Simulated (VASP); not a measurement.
# H3C25 in VASP: single point with PBE+D3(BJ)

Aim: the single point of H3C25 with PBE+D3(BJ).

All numbers are computed with VASP 6.6.1; they aren't measurements. Logs are shortened: lines on timing, memory, paths and dates and some standing lists are left out, and cuts for length are marked.

### 1 The cell of the first run

The cell holds a slab with vacuum, 28 atoms: a = 4.930 Å, b = 4.930 Å, c = 26.111 Å, α = 90.00°, β = 90.00°, γ = 120.00°.

### 2 Single point, PBE+D3(BJ)

File INCAR:

```
  ALGO = Normal
  DIPOL = 0.5 0.5 0.491
  EDIFF = 1E-6
  ENCUT = 520
  GGA = PE
  IDIPOL = 3
  ISIF = 2
  ISMEAR = 0
  IVDW = 12
  LASPH = T
  LCHARG = F
  LDIPOL = T
  LREAL = Auto
  LWAVE = F
  NBANDS = 72
  NELM = 80
  PREC = Accurate
  SIGMA = 0.1
```

File KPOINTS:

```
k-points
0
Gamma
  6 6 1
```

File POSCAR:

```
H3C25
1.0
    4.9299593294      0.0000000000      0.0000000000
   -2.4649796647      4.2694700189      0.0000000000
    0.0000000000      0.0000000000     26.1112347130
C H
25 3
Direct
    0.0000000000      0.0000000000      0.3255303829
    0.0000000000      0.5000000000      0.3255303829
    0.5000000000      0.0000000000      0.3255303829
    0.5000000000      0.5000000000      0.3255303829
    0.1666666667      0.3333333333      0.3255303739
    0.1666666667      0.8333333333      0.3255303739
    0.6666666667      0.3333333333      0.3255303739
    0.6666666667      0.8333333333      0.3255303739
    0.0000000000      0.0000000000      0.4550671039
   -0.0000096612      0.4999946997      0.4550747426
    0.5000043609      0.0000096612      0.4550747426
    0.5000053003      0.4999956391      0.4550747426
    0.3333266382      0.1666637016      0.4550708665
    0.3333333333      0.6666666667      0.4550749666
    0.8333362984      0.1666629366      0.4550708665
    0.8333370634      0.6666733618      0.4550708665
    0.0000000000      0.0000000000      0.5844622361
   -0.0000570545      0.4999773431      0.5845293236
    0.5000343976      0.0000570545      0.5845293236
    0.5000226569      0.4999656024      0.5845293236
    0.1666747813      0.3333253090      0.5845507257
    0.1666505277      0.8333252187      0.5845507257
    0.6666666667      0.3333333333      0.5844764098
    0.6666746910      0.8333494723      0.5845507257
    0.3333333333      0.6666666667      0.7078271152
    0.3356511473      0.4476168547      0.7084534425
    0.5523831453      0.8880342926      0.7084534425
    0.1119657074      0.6643488527      0.7084534425
```

Potentials or basis: VASP PAW PBE potentials, release 64 (C, H).

Started as:

```
$ cat potpaw_PBE.64/C/POTCAR potpaw_PBE.64/H/POTCAR > POTCAR
$ mpirun -np 1 vasp_std > vasp.out
```

OUTCAR:

```text
EDIFF = 1E-6
   ENCUT = 520
   GGA = PE
   ISIF = 2
   ISMEAR = 0
   IVDW = 12
   LASPH = T
   LREAL = Auto
   NELM = 80
   PREC = Accurate
 IVDW          = 12

 ion  position               nearest neighbor table
   1  0.000  0.000  0.326-   8 1.42   5 1.42   6 1.42
   2  0.000  0.500  0.326-   7 1.42   6 1.42   5 1.42
   3  0.500  0.000  0.326-   6 1.42   7 1.42   8 1.42
   4  0.500  0.500  0.326-   5 1.42   8 1.42   7 1.42
   5  0.167  0.333  0.326-   4 1.42   1 1.42   2 1.42
   6  0.167  0.833  0.326-   3 1.42   2 1.42   1 1.42
[... 17 lines left out ...]
  24  0.667  0.833  0.585-  17 1.42  19 1.42  20 1.42
  25  0.333  0.667  0.708-  28 1.09  27 1.09  26 1.09
  26  0.336  0.448  0.708-  25 1.09
  27  0.552  0.888  0.708-  25 1.09
  28  0.112  0.664  0.708-  25 1.09

  LATTYP: Found a hexagonal cell.
 ALAT       =     4.9299593294
 C/A-ratio  =     5.2964401871

  Lattice vectors:

 A1 = (   4.9299593294,   0.0000000000,   0.0000000000)
 A2 = (  -2.4649796647,   4.2694700189,   0.0000000000)
 A3 = (   0.0000000000,   0.0000000000,  26.1112347130)

Analysis of symmetry for initial positions (statically):
=====================================================================
 Subroutine PRICEL returns:
 Original cell was already a primitive cell.

 Routine SETGRP: Setting up the symmetry group for a
 hexagonal supercell.

 Subroutine GETGRP returns: Found  3 space group operations
 (whereof  3 operations were pure point group operations)
 out of a pool of 24 trial point group operations.

The static configuration has the point symmetry C_3 .

Analysis of symmetry for dynamics (positions and initial velocities):
=====================================================================
 Subroutine PRICEL returns:
 Original cell was already a primitive cell.

 Routine SETGRP: Setting up the symmetry group for a
 hexagonal supercell.

 Subroutine GETGRP returns: Found  3 space group operations
 (whereof  3 operations were pure point group operations)
 out of a pool of 24 trial point group operations.

The dynamic configuration has the point symmetry C_3 .

 Subroutine INISYM returns: Found  3 space group operations
 (whereof  3 operations are pure point group operations),
 and found     1 'primitive' translations

----------------------------------------------------------------------------------------

                                     Primitive cell

  volume of cell :     549.5975

  direct lattice vectors                    reciprocal lattice vectors
     4.929959329  0.000000000  0.000000000     0.202841430  0.117110554  0.000000000
    -2.464979665  4.269470019  0.000000000     0.000000000  0.234221108  0.000000000
     0.000000000  0.000000000 26.111234713     0.000000000  0.000000000  0.038297691

  length of vectors
     4.929959329  4.929959329 26.111234713     0.234221108  0.234221108  0.038297691

  position of ions in fractional coordinates (direct lattice)
     0.000000000  0.000000000  0.325530383
     0.000000000  0.500000000  0.325530383
     0.500000000  0.000000000  0.325530383
     0.500000000  0.500000000  0.325530383
     0.166666667  0.333333333  0.325530374
     0.166666667  0.833333333  0.325530374
[... 20 lines left out ...]
     0.552383145  0.888034293  0.708453443
     0.111965707  0.664348853  0.708453443

  ion indices of the primitive-cell ions
   primitive index   ion index
                 1           1
                 2           2
                 3           3
                 4           4
                 5           5
                 6           6
[... 20 lines left out ...]
                27          27
                28          28

----------------------------------------------------------------------------------------

 KPOINTS: k-points

Automatic generation of k-mesh.
 Grid dimensions read from file:
 generate k-points for:    6    6    1

 Generating k-lattice:

  Cartesian coordinates                     Fractional coordinates (reciprocal lattice)
     0.033806905  0.019518426  0.000000000     0.166666667 -0.000000000  0.000000000
     0.000000000  0.039036851  0.000000000     0.000000000  0.166666667  0.000000000
     0.000000000  0.000000000  0.038297691     0.000000000  0.000000000  1.000000000

  Length of vectors
     0.039036851  0.039036851  0.038297691

  Shift w.r.t. Gamma in fractional coordinates (k-lattice)
     0.000000000  0.000000000  0.000000000

 Subroutine IBZKPT returns following result:
 ===========================================

 Found      8 irreducible k-points:

 Following reciprocal coordinates:
            Coordinates               Weight
  0.000000  0.000000  0.000000      1.000000
  0.166667  0.000000  0.000000      6.000000
  0.333333 -0.000000  0.000000      6.000000
  0.500000  0.000000  0.000000      3.000000
  0.166667  0.166667  0.000000      6.000000
  0.333333  0.166667  0.000000      6.000000
 -0.333333  0.500000  0.000000      6.000000
  0.333333  0.333333  0.000000      2.000000
   k-points           NKPTS =      8   k-points in BZ     NKDIM =      8   number of bands    NBANDS=     72
   number of dos      NEDOS =    301   number of ions     NIONS =     28
   total plane-waves  NPLWV = 313600
   dimension x,y,z NGX =    40 NGY =   40 NGZ =  196
   dimension x,y,z NGXF=    80 NGYF=   80 NGZF=  392
   ions per type =              25   3
   NGX,Y,Z   is equivalent  to a cutoff of  13.49, 13.49, 12.48 a.u.
   NGXF,Y,Z  is equivalent  to a cutoff of  26.98, 26.98, 24.96 a.u.
 SYSTEM =  unknown system
   PREC   = accura    normal or accurate (medium, high low for compatibility)
   ISTART =      0    job   : 0-new  1-cont  2-samecut
   ICHARG =      2    charge: 1-file 2-atom 10-const
   ISPIN  =      1    spin polarized calculation?
   LNONCOLLINEAR =      F non collinear calculations
   LSORBIT =      F    spin-orbit coupling
   LASPH  =      T    aspherical Exc in radial PAW
   ENCUT  =  520.0 eV  38.22 Ry    6.18 a.u.   9.17  9.17 48.55*2*pi/ulx,y,z
   NELM   =     80;   NELMIN=  2; NELMDL= -5     # of ELM steps
   EDIFF  = 0.1E-05   stopping-criterion for ELM
   LREAL  =      T    real-space projection
   EDIFFG = 0.1E-04   stopping-criterion for IOM
   NSW    =      0    number of steps for IOM
   IBRION =     -1    ionic relax: 0-MD 1-quasi-New 2-CG
   NFREE  =      0    steps in history (QN), initial steepest desc. (CG)
   ISIF   =      2    stress and relaxation
   ISYM   =      2    0-nonsym 1-usesym 2-fastsym
   POTIM  = 0.5000    time-step for ionic-motion
   TEBEG  =    0.0;   TEEND  =   0.0 temperature during run
   PSTRESS=    0.0 pullay stress
   NELECT =     103.0000    total number of electrons
   NUPDOWN=      -1.0000    fix difference up-down
   EMIN   =  10.00;   EMAX   =-10.00  energy-range for DOS
   EFERMI =   0.00;   METHOD = LEGACY
   ISMEAR =     0;   SIGMA  =   0.10  broadening in eV -4-tet -1-fermi 0-gaus
   EFERMI_NEDOS =   21; number of points for ismear=-14 and -15
   IALGO  =     38    algorithm
   IMIX   =      4    mixing-type and parameters
     AMIX     =   0.40;   BMIX     =  1.00
     AMIX_MAG =   1.60;   BMIX_MAG =  1.00
  volume/ion in A,a.u.               =      19.63       132.46
  Fermi-wavevector in a.u.,A,eV,Ry     =   0.936855  1.770399 11.941794  0.877697
  Thomas-Fermi vector in A             =   2.063907
   LORBIT       =      0    0 simple, 1 ext, 2 COOP (PROOUT), +10 PAW based schemes
   GGA     = PE    functional components
   LHFCALC =     F    Hartree Fock is set to
   AEXX    =    0.0000 exact exchange contribution
   IVDW    =    12    specifies the selected vdW correction
   LEPSILON=     F    determine dielectric tensor
   LRPA    =     F    only Hartree local field effects (RPA)
 non-spin polarized calculation
 Gauss-broadening in eV      SIGMA  =   0.10
  energy-cutoff  :      520.00
  volume of cell :      549.60
 maximum number of plane-waves:     14832
 NGX is ok and might be reduce to    40
   NGX = 19   NGY = 19   NGZ = 97

 dipolmoment           0.000000      0.000000     -0.014054 electrons x Angstroem

 number of electron     103.0000001 magnetization

 dipolmoment           0.000000      0.000000      0.063708 electrons x Angstroem

 Free energy of the ion-electron system (eV)
  ---------------------------------------------------
  ext. energy  EPLUGINS =         0.00000000
  ---------------------------------------------------
  free energy    TOTEN  =      -238.78795396 eV

  energy without entropy =     -238.73248608  energy(sigma->0) =     -238.76022002

 E-fermi :  -0.7275     XC(G=0):  -4.9338

 val. band max:       -0.7293645369   @ k =   0.3333   0.3333   0.0000
 cond. band min:      -0.7125441774   @ k =   0.3333   0.3333   0.0000
 fundamental gap:      0.0168203594
 Fermi energy:        -0.7275331907

 k-point     1 :       0.0000    0.0000    0.0000
  band No.  band energies     occupation
      1     -20.3307      2.00000
      2     -20.2306      2.00000
      3     -20.1280      2.00000
      4     -15.0254      2.00000
      5     -15.0247      2.00000
      6     -15.0247      2.00000
[... 55 lines left out ...]
     62       2.5214      0.00000
     63       2.8622      0.00000

 k-point     2 :       0.1667    0.0000    0.0000
  band No.  band energies     occupation
      1     -20.1656      2.00000
      2     -20.0664      2.00000
      3     -19.9648      2.00000
      4     -16.3215      2.00000
      5     -16.2459      2.00000
      6     -16.1681      2.00000
[... 55 lines left out ...]
     62       2.8057      0.00000
     63       3.0857      0.00000

 k-point     3 :       0.3333   -0.0000    0.0000
  band No.  band energies     occupation
      1     -19.6717      2.00000
      2     -19.5755      2.00000
      3     -19.4768      2.00000
      4     -17.7280      2.00000
      5     -17.6434      2.00000
      6     -17.5564      2.00000
[... 319 lines left out ...]
     62       5.0236      0.00000
     63       5.2229      0.00000

 k-point     8 :       0.3333    0.3333    0.0000
  band No.  band energies     occupation
      1     -18.3707      2.00000
      2     -18.3704      2.00000
      3     -18.3692      2.00000
      4     -18.2833      2.00000
      5     -18.2824      2.00000
      6     -18.2793      2.00000
[... 55 lines left out ...]
     62       5.5063      0.00000
     63       5.5084      0.00000
 [bands above 63 left out]

------------------------ aborting loop because EDIFF is reached ----------------------------------------

 vacuum level on the upper side and lower side of the slab       (xc-potential included)         0.158        -0.283

 Edisp (eV)   -3.34035

 E8    (eV) :    -0.9660

  FORCE on cell =-STRESS in cart. coord.  units (eV):
  Direction    XX          YY          ZZ          XY          YZ          ZX
  --------------------------------------------------------------------------------------
  -------------------------------------------------------------------------------------
  Total       0.87063     0.87063    -0.15925     0.00000     0.00000     0.00000
  in kB       2.53805     2.53805    -0.46425     0.00000     0.00000     0.00000
  external pressure =        1.54 kB  Pullay stress =        0.00 kB

 VOLUME and BASIS-vectors are now :
 -----------------------------------------------------------------------------
  energy-cutoff  :      520.00
  volume of cell :      549.60
      direct lattice vectors                 reciprocal lattice vectors
     4.929959329  0.000000000  0.000000000     0.202841430  0.117110554  0.000000000
    -2.464979665  4.269470019  0.000000000     0.000000000  0.234221108  0.000000000
     0.000000000  0.000000000 26.111234713     0.000000000  0.000000000  0.038297691

 POSITION                                       TOTAL-FORCE (eV/Angst)
 -----------------------------------------------------------------------------------
      0.00000      0.00000      8.50000        -0.000000      0.000000      0.013018
     -1.23249      2.13474      8.50000         0.000001      0.000000      0.013088
      2.46498      0.00000      8.50000        -0.000001     -0.000001      0.013088
      1.23249      2.13474      8.50000        -0.000001      0.000001      0.013088
      0.00000      1.42316      8.50000        -0.000001     -0.000024     -0.015436
     -1.23249      3.55789      8.50000        -0.000021      0.000013     -0.015436
[... 20 lines left out ...]
      0.53424      3.79144     18.49859         0.004276      0.007007      0.000335
     -1.08562      2.83642     18.49859        -0.008206      0.000200      0.000335
 -----------------------------------------------------------------------------------
    total drift:                                0.000006     -0.000002      0.001121

  FREE ENERGIE OF THE ION-ELECTRON SYSTEM (eV)
  ---------------------------------------------------
  free  energy   TOTEN  =      -242.1283035324 eV

  energy  without entropy=     -242.0728356537  energy(sigma->0) =     -242.10056959

 vacuum level on the upper side and lower side of the slab         4.041         3.538
```

It took 23 min on 1 thread of Intel Xeon 8259CL, shared host; peak memory 0.71 GiB.

Results:

- Free energy: -242.1283 eV
- Largest force: 0.019 eV/Å
- Band gap on the k mesh: zero (an odd number of electrons rules out a gap without spin polarisation)
- Dispersion energy per atom: -0.119 eV

Forces in eV/Å, atoms in the order of the input:
```
C    0.000  0.000  0.013
C    0.000  0.000  0.013
C    0.000  0.000  0.013
C    0.000  0.000  0.013
C    0.000  0.000 -0.015
C    0.000  0.000 -0.015
C    0.000  0.000 -0.015
C    0.000  0.000 -0.015
C    0.000  0.000  0.002
C    0.002  0.001 -0.004
C    0.000 -0.003 -0.004
C   -0.002  0.001 -0.004
C    0.001  0.001  0.005
C    0.000  0.000  0.005
C   -0.001  0.001  0.005
C    0.000 -0.002  0.005
C    0.000  0.000  0.000
C    0.019  0.006  0.001
C   -0.004 -0.019  0.001
C   -0.014  0.013  0.001
C   -0.005  0.002 -0.001
C    0.004  0.003 -0.001
C    0.000  0.000 -0.001
C    0.001 -0.005 -0.001
C    0.000  0.000  0.001
H    0.004 -0.007  0.000
H    0.004  0.007  0.000
H   -0.008  0.000  0.000
```
